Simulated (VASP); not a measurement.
# CdS (Fm-3m) in VASP: settings compared

CdS is run at these levels: PBE+U, PBE; tasks: single point.

All numbers are computed with VASP 6.6.1; they aren't measurements. Logs are shortened: lines on timing, memory, paths and dates and some standing lists are left out, and cuts for length are marked.

### Step 1. The cell of the first run

It takes space group Fm-3m (No. 225, cubic). Conventional cell: a = 5.506 Å, b = 5.506 Å, c = 5.506 Å, α = 90.00°, β = 90.00°, γ = 90.00°. Cd (site symmetry m-3m) has 6 S at 2.75 Å within 3.6 Å. S (site symmetry m-3m) has 6 Cd at 2.75 Å within 3.6 Å.

### Step 2. Single point, PBE+U

Input file INCAR:

```
SYSTEM = CdS
  PREC = Accurate
  ENCUT = 520
  EDIFF = 1E-6
  ISMEAR = 0
  SIGMA = 0.1
  LREAL = .FALSE.
  LASPH = .TRUE.
  NELM = 150
  ALGO = Normal
  ISIF = 2
  LWAVE = .FALSE.
  LCHARG = .FALSE.
  LDAU = .TRUE.
  LDAUTYPE = 2
  LDAUL = 2 -1
  LDAUU = 5.2 0
  LDAUJ = 0 0
  LDAUPRINT = 1
  GGA = PE
  ISYM = 0
  NBANDS = 16
```

Input file KPOINTS:

```
regular mesh
0
G
  5 2 1
  0 0 0
```

Input file POSCAR:

```
CdS
1.0
    0.0000000000      2.7532440000      2.7532440000
    2.7532440000      0.0000000000      2.7532440000
    2.7532440000      2.7532440000      0.0000000000
Cd S
1 1
Direct
    0.0000000000      0.0000000000      0.0000000000
    0.5000000000      0.5000000000      0.5000000000
```

Potentials or basis: VASP PAW PBE potentials, release 64 (Cd, S).

Launch:

```bash
$ cat potpaw_PBE.64/Cd/POTCAR potpaw_PBE.64/S/POTCAR > POTCAR
$ mpirun -np 1 vasp_std > vasp.out
```

OUTCAR:

```text
SYSTEM = CdS
   PREC = Accurate
   ENCUT = 520
   EDIFF = 1E-6
   ISMEAR = 0
   LREAL = .FALSE.
   LASPH = .TRUE.
   NELM = 150
   ISIF = 2
   GGA = PE
   ISYM = 0

 ion  position               nearest neighbor table
   1  0.000  0.000  0.000-   2 2.75   2 2.75   2 2.75   2 2.75   2 2.75   2 2.75
   2  0.500  0.500  0.500-   1 2.75   1 2.75   1 2.75   1 2.75   1 2.75   1 2.75

IMPORTANT INFORMATION: All symmetrisations will be switched off!
NOSYMM: (Re-)initialisation of all symmetry stuff for point group C_1.

----------------------------------------------------------------------------------------

                                     Primitive cell

  volume of cell :      41.7411

  direct lattice vectors                    reciprocal lattice vectors
     0.000000000  2.753244000  2.753244000    -0.181603955  0.181603955  0.181603955
     2.753244000  0.000000000  2.753244000     0.181603955 -0.181603955  0.181603955
     2.753244000  2.753244000  0.000000000     0.181603955  0.181603955 -0.181603955

  length of vectors
     3.893675005  3.893675005  3.893675005     0.314547277  0.314547277  0.314547277

  position of ions in fractional coordinates (direct lattice)
     0.000000000  0.000000000  0.000000000
     0.500000000  0.500000000  0.500000000

  ion indices of the primitive-cell ions
   primitive index   ion index
                 1           1
                 2           2

----------------------------------------------------------------------------------------

 KPOINTS: regular mesh

Automatic generation of k-mesh.
 Grid dimensions read from file:
 generate k-points for:    5    2    1

 Generating k-lattice:

  Cartesian coordinates                     Fractional coordinates (reciprocal lattice)
    -0.036320791  0.036320791  0.036320791     0.200000000  0.000000000  0.000000000
     0.090801978 -0.090801978  0.090801978     0.000000000  0.500000000  0.000000000
     0.181603955  0.181603955 -0.181603955     0.000000000  0.000000000  1.000000000

  Length of vectors
     0.062909455  0.157273639  0.314547277

  Shift w.r.t. Gamma in fractional coordinates (k-lattice)
[... 108 lines left out ...]
 -0.0000  0.0004  0.0000  0.0004  0.9999

spin component  2

  0.9761  0.0000 -0.0046 -0.0000 -0.0000
  0.0000  0.9828 -0.0000 -0.0002  0.0004
 -0.0046 -0.0000  1.0042  0.0000  0.0000
 -0.0000 -0.0002  0.0000  0.9828  0.0004
 -0.0000  0.0004  0.0000  0.0004  0.9999

 occupancies and eigenvectors

  o =  0.9754  v =  0.9873 -0.0050  0.1588  0.0050  0.0000  0.0000  0.0000  0.0000  0.0000  0.0000      0.0000  0.0000  0.0000  0.0000  0.0000  0.0000  0.0000  0.0000  0.0000  0.0000
  o =  0.9754  v =  0.0000  0.0000  0.0000  0.0000  0.0000  0.9873 -0.0050  0.1588  0.0050  0.0000      0.0000  0.0000  0.0000  0.0000  0.0000  0.0000  0.0000  0.0000  0.0000  0.0000
  o =  0.9825  v = -0.0000  0.7067 -0.0000  0.7067 -0.0340  0.0000  0.0000  0.0000  0.0000  0.0000      0.0000  0.0000  0.0000  0.0000  0.0000  0.0000  0.0000  0.0000  0.0000  0.0000
  o =  0.9825  v =  0.0000  0.0000  0.0000  0.0000  0.0000 -0.0000  0.7067 -0.0000  0.7067 -0.0340      0.0000  0.0000  0.0000  0.0000  0.0000  0.0000  0.0000  0.0000  0.0000  0.0000
  o =  0.9830  v = -0.0065 -0.7071 -0.0037  0.7071  0.0000  0.0000  0.0000  0.0000  0.0000  0.0000      0.0000  0.0000  0.0000  0.0000  0.0000  0.0000  0.0000  0.0000  0.0000  0.0000
  o =  0.9830  v =  0.0000  0.0000  0.0000  0.0000  0.0000 -0.0065 -0.7071 -0.0037  0.7071  0.0000      0.0000  0.0000  0.0000  0.0000  0.0000  0.0000  0.0000  0.0000  0.0000  0.0000
  o =  0.9999  v =  0.0000  0.0000  0.0000  0.0000  0.0000  0.0000  0.0240 -0.0000  0.0240  0.9994      0.0000  0.0000  0.0000  0.0000  0.0000  0.0000  0.0000  0.0000  0.0000  0.0000
  o =  0.9999  v =  0.0000  0.0240 -0.0000  0.0240  0.9994  0.0000  0.0000  0.0000  0.0000  0.0000      0.0000  0.0000  0.0000  0.0000  0.0000  0.0000  0.0000  0.0000  0.0000  0.0000
  o =  1.0050  v =  0.0000  0.0000  0.0000  0.0000  0.0000 -0.1588 -0.0018  0.9873  0.0018  0.0000      0.0000  0.0000  0.0000  0.0000  0.0000  0.0000  0.0000  0.0000  0.0000  0.0000
  o =  1.0050  v = -0.1588 -0.0018  0.9873  0.0018  0.0000  0.0000  0.0000  0.0000  0.0000  0.0000      0.0000  0.0000  0.0000  0.0000  0.0000  0.0000  0.0000  0.0000  0.0000  0.0000

 number of electron      18.0000005 magnetization

 Free energy of the ion-electron system (eV)
  ---------------------------------------------------
  ext. energy  EPLUGINS =         0.00000000
  ---------------------------------------------------
  free energy    TOTEN  =        -3.32689019 eV

  energy without entropy =       -3.32689017  energy(sigma->0) =       -3.32689018

 E-fermi :   3.3057     XC(G=0): -10.1414

 val. band max:        2.9373417114   @ k =   0.0000   0.5000   0.0000
 cond. band min:       3.6826090198   @ k =   0.4000   0.5000   0.0000
 fundamental gap:      0.7452673083
 Fermi energy:         3.3056688828

 k-point     1 :       0.0000    0.0000    0.0000
  band No.  band energies     occupation
      1      -9.5373      2.00000
      2      -7.5534      2.00000
      3      -7.5316      2.00000
      4      -7.4736      2.00000
      5      -7.4398      2.00000
      6      -7.4109      2.00000
[... 91 lines left out ...]
      3      -7.4945      2.00000
      4      -7.2915      2.00000
      5      -7.2243      2.00000
      6      -6.0916      2.00000
[... 8 lines left out ...]
     15      17.1038      0.00000
     16      17.5494      0.00000

------------------------ aborting loop because EDIFF is reached ----------------------------------------

  FORCE on cell =-STRESS in cart. coord.  units (eV):
  Direction    XX          YY          ZZ          XY          YZ          ZX
  --------------------------------------------------------------------------------------
  -------------------------------------------------------------------------------------
  Total        1.5136467      1.5136447      1.4465964      0.3313692     -0.5152388      0.5152493
  in kB       58.0993143     58.0992361     55.5256765     12.7191665    -19.7767536     19.7771577
  external PRESSURE =      57.2414090 kB  Pullay stress =       0.0000000 kB

 VOLUME and BASIS-vectors are now :
 -----------------------------------------------------------------------------
  energy-cutoff  :      520.00
  volume of cell :       41.74
      direct lattice vectors                 reciprocal lattice vectors
     0.000000000  2.753244000  2.753244000    -0.181603955  0.181603955  0.181603955
     2.753244000  0.000000000  2.753244000     0.181603955 -0.181603955  0.181603955
     2.753244000  2.753244000  0.000000000     0.181603955  0.181603955 -0.181603955

 POSITION                                       TOTAL-FORCE (eV/Angst)
 -----------------------------------------------------------------------------------
      0.00000      0.00000      0.00000         0.000000      0.000002      0.000000
      2.75324      2.75324      2.75324        -0.000000     -0.000002     -0.000000
 -----------------------------------------------------------------------------------
    total drift:                               -0.000001     -0.000000      0.000002

  FREE ENERGIE OF THE ION-ELECTRON SYSTEM (eV)
  ---------------------------------------------------
  free  energy   TOTEN  =        -3.3268901850 eV

  energy  without entropy=       -3.3268901699  energy(sigma->0) =       -3.32689018
```

stdout:

```text
POSCAR found type information on POSCAR CdS
 POSCAR found :  2 types and       2 ions
 scaLAPACK will be used
 LDA part: xc-table for (Slater+PW92), standard interpolation
 -----------------------------------------------------------------------------
|                                                                             |
|           W    W    AA    RRRRR   N    N  II  N    N   GGGG   !!!           |
|           W    W   A  A   R    R  NN   N  II  NN   N  G    G  !!!           |
|           W    W  A    A  R    R  N N  N  II  N N  N  G       !!!           |
|           W WW W  AAAAAA  RRRRR   N  N N  II  N  N N  G  GGG   !            |
|           WW  WW  A    A  R   R   N   NN  II  N   NN  G    G                |
|           W    W  A    A  R    R  N    N  II  N    N   GGGG   !!!           |
|                                                                             |
|     Your reciprocal lattice and k-lattice belong to different lattice       |
|     classes:                                                                |
|                                                                             |
|        The reciprocal lattice is body-centered cubic,                       |
|        whereas your k-lattice is base-centered monoclinic.                  |
|                                                                             |
|     Results are often still useful ...                                      |
|                                                                             |
 -----------------------------------------------------------------------------

 POSCAR, INCAR and KPOINTS ok, starting setup
 FFT: planning ... GRIDC
 FFT: planning ... GRID_SOFT
 FFT: planning ... GRID
 WAVECAR not read
 entering main loop
```

Wall time 5.7 s (1 thread of Intel Xeon Platinum 8488C (Sapphire Rapids), shared host); peak memory 0.16 GiB.

What came out:

| Quantity | Value |
| --- | --- |
| Free energy | -3.3269 eV |
| Pressure | 5.7 GPa |
| Band gap on the k mesh | 0.75 eV, indirect (least direct gap 1.27 eV) |

Levels at points of the mesh, in eV from the valence-band top:
```tsv
k point	band 5	band 6	band 7	band 8	band 9	band 10	band 11	band 12	band 13	band 14
(0.00, 0.00, 0.00)	-10.38	-10.35	-0.59	-0.52	-0.42	0.85	8.70	8.74	8.87	11.13
(0.00, 0.50, 0.00)	-10.27	-10.21	-5.02	-0.15	0.00	3.54	5.79	5.93	6.64	11.83
```

Eigenvalues of the final occupation matrices:
```
    site  spin  trace               eigenvalues
site 1 d     1   4.95  0.98 0.98 0.98 1.00 1.00
site 1 d     2   4.95  0.98 0.98 0.98 1.00 1.00
```

Caveat: the k points lie up to 1.98 Å⁻¹ apart. A k mesh can miss the band edges.

### Step 3. Single point, PBE

Input file INCAR:

```
SYSTEM = CdS
  PREC = Accurate
  ENCUT = 520
  EDIFF = 1E-6
  ISMEAR = 0
  SIGMA = 0.27211386245988
  LREAL = .False.
  LASPH = .True.
  NELM = 80
  ALGO = Normal
  ISIF = 2
  LWAVE = .False.
  LCHARG = .True.
  GGA = PE
  LELF = .True.
  LVHAR = .True.
  NBANDS = 16
  ISYM = 0
```

Input file KPOINTS:

```
Automatic mesh
0
Gamma
  4 4 4
  0.5 0.5 0.5
```

POSCAR is that of step 2.

Potentials or basis: VASP PAW PBE potentials, release 64 (Cd, S).

Launch:

```bash
$ cat potpaw_PBE.64/Cd/POTCAR potpaw_PBE.64/S/POTCAR > POTCAR
$ mpirun -np 1 vasp_std > vasp.out
```

Wall time 70 s (1 thread of Intel Xeon Platinum 8488C (Sapphire Rapids), shared host); peak memory 0.22 GiB.

Results (log left out):

| Item | Value |
| --- | --- |
| Free energy | -5.8771 eV |
| Pressure | -0.1 GPa |
| Band gap on the k mesh | 1.11 eV, indirect (least direct gap 2.59 eV) |

Levels at points of the mesh, in eV from the valence-band top:
| k point | band 7 | band 8 | band 9 | band 10 | band 11 | band 12 |
| --- | --- | --- | --- | --- | --- | --- |
| (0.12, 0.12, 0.12) | -1.84 | -0.59 | -0.59 | 1.99 | 8.04 | 8.90 |

### Step 4. Single point, PBE

Input file INCAR:

```
PREC     = Accurate       # precision mode
ENCUT    = 520            # plane-wave cutoff, eV
EDIFF    = 1E-6           # SCF threshold, eV
ISMEAR   = 0              # smearing method
SIGMA    = 0.1            # smearing width, eV
LREAL    = F              # projectors in reciprocal space
LASPH    = T              # aspherical terms in the spheres
NELM     = 100            # most SCF steps
ALGO     = Normal         # electronic algorithm
ISIF     = 2              # what is computed and relaxed
LWAVE    = F              # write WAVECAR
LCHARG   = F              # write CHGCAR
GGA      = PE             # functional
NBANDS   = 16             # bands
```

Input file KPOINTS:

```
Automatic mesh
0
Gamma
  2 2 2
```

POSCAR is that of step 3.

Launch:

```bash
$ cat potpaw_PBE.64/Cd/POTCAR potpaw_PBE.64/S/POTCAR > POTCAR
$ mpirun -np 1 vasp_std > vasp.out
```

Run time: 5.2 s. Hardware: 1 thread of Intel Xeon 6975P-C (Granite Rapids), shared host; peak memory 0.15 GiB.

It converged, with:

```yaml
Free_energy: -4.1558 eV
Pressure: 6.6 GPa
Band_gap_on_the_k_mesh: 0.08 eV, indirect (least direct gap 1.44 eV)
```

Levels at points of the mesh, in eV from the valence-band top:
```tsv
k point	band 5	band 6	band 7	band 8	band 9	band 10	band 11	band 12	band 13	band 14
(0.00, 0.00, 0.00)	-7.79	-7.79	-0.69	-0.69	-0.69	0.76	9.13	9.13	9.13	11.14
(0.50, 0.00, 0.00)	-7.61	-7.61	-4.86	0.00	0.00	3.46	5.78	5.78	6.58	12.18
(0.50, 0.50, 0.00)	-7.55	-6.85	-4.15	-2.08	-2.08	0.08	5.99	9.75	11.03	11.03
```

Caveat: the k points lie up to 0.99 Å⁻¹ apart. A k mesh can miss the band edges.

### Step 5. Overview

```tsv
level	U	k mesh	smearing	gap on the mesh (eV)	pressure (GPa)
PBE+U	Cd d U = 5.2 eV	5 × 2 × 1	gaussian 0.1 eV	0.75	5.7
PBE	-	4 × 4 × 4, shifted	gaussian 0.272114 eV	1.11	-0.1
PBE	-	2 × 2 × 2	gaussian 0.1 eV	0.08	6.6
```

Alike in all rows: task single point; potentials or basis VASP PAW PBE potentials, release 64 (Cd, S); no spin polarisation; cell as given; cutoff (eV) 520.

Caveats: some runs use coarse meshes.

Absolute energies hang on the potentials; compare differences alone.
